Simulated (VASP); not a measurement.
Li3Os:

```xyz
4
Lattice="3.6479 0.0000 0.0000 0.0000 3.6479 0.0000 0.0000 0.0000 3.6479" Properties=species:S:1:pos:R:3 pbc="T T T"
Li    0.0000    1.8239    1.8239
Li    1.8239    0.0000    1.8239
Li    1.8239    1.8239    0.0000
Os    0.0000    0.0000    0.0000
```

| Property | Result |
| --- | --- |
| Program | VASP 6.6.1 |
| Task | relaxation of cell and atoms |
| Functional | PBE |
| Potentials or basis | VASP PAW PBE potentials, release 64 (Li_sv, Os) |
| Cutoff | 600 eV |
| k mesh | 12 × 12 × 12 |
| Occupations | gaussian, width 0.1 eV |
| Spin | no spin polarisation |

At the start: pressure 4.4 GPa; volume 12.14 Å³/atom.

Problem. Where does the relaxation end?

Solution. Over 3 steps the energy falls by 11.0 meV/atom and the volume is 12.99 Å³/atom (+7.0 %); space group Pm-3m (No. 221, to 0.05 Å).

The path:
```tsv
step	energy change (eV)	largest force (eV/Å)	pressure (GPa)	volume (Å³)
1	0.0000	0.0000	4.45	48.54
2	-0.0408	0.0000	1.12	50.95
3	-0.0442	0.0000	-0.06	51.96
```

Final structure:
```xyz
4
Lattice="3.7316 0.0000 0.0000 0.0000 3.7316 0.0000 0.0000 0.0000 3.7316" Properties=species:S:1:pos:R:3 pbc="T T T"
Li    0.0000    1.8658    1.8658
Li    1.8658    0.0000    1.8658
Li    1.8658    1.8658    0.0000
Os    0.0000    0.0000    0.0000
```

Caveat: the cutoff is under 1.25 times the usual one of these potentials, so pressure, stress and relaxed cells hold a basis-set (Pulay) error.
